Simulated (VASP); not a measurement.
A run of VASP 6.6.1:

Contents of INCAR:

```
  PREC = Accurate
  ENCUT = 520
  EDIFF = 1E-6
  ISMEAR = 0
  SIGMA = 0.1
  LREAL = F
  LASPH = T
  NELM = 100
  ALGO = Normal
  ISIF = 2
  LWAVE = F
  LCHARG = T
  GGA = PE
  LELF = T
  LVHAR = T
  NBANDS = 46
```

The input KPOINTS:

```
Automatic mesh
0
Gamma
  4 4 4
```

The input POSCAR:

```
In3GaP4
1.0
    5.4639383110      0.0000000000      0.0000000000
    0.0000000000      5.4639383110      0.0000000000
    0.0000000000      0.0000000000      5.4639383110
In Ga P
3 1 4
Direct
    0.5000000000      0.0000000000      0.5000000000
    0.5000000000      0.5000000000      0.0000000000
    0.0000000000      0.5000000000      0.5000000000
    0.0000000000      0.0000000000      0.0000000000
    0.0000000000      0.5000000000      0.0000000000
    0.5000000000      0.5000000000      0.5000000000
    0.0000000000      0.0000000000      0.5000000000
    0.5000000000      0.0000000000      0.0000000000
```

Potentials or basis: VASP PAW PBE potentials, release 64 (In_d, Ga_d, P).

Launch:

```sh
$ cat potpaw_PBE.64/In_d/POTCAR potpaw_PBE.64/Ga_d/POTCAR potpaw_PBE.64/P/POTCAR > POTCAR
$ mpirun -np 1 vasp_std > vasp.out
```

Hardware: 1 thread of Intel(R) Xeon(R) Platinum 8488C (Sapphire Rapids), on a shared host.

Problem. Estimate the wall time of this run.

Solution. It took 88 s on 1 thread of Intel(R) Xeon(R) Platinum 8488C (Sapphire Rapids), with other jobs on the host, peak memory 0.28 GiB. Counts: scf iterations 13, k points 10.
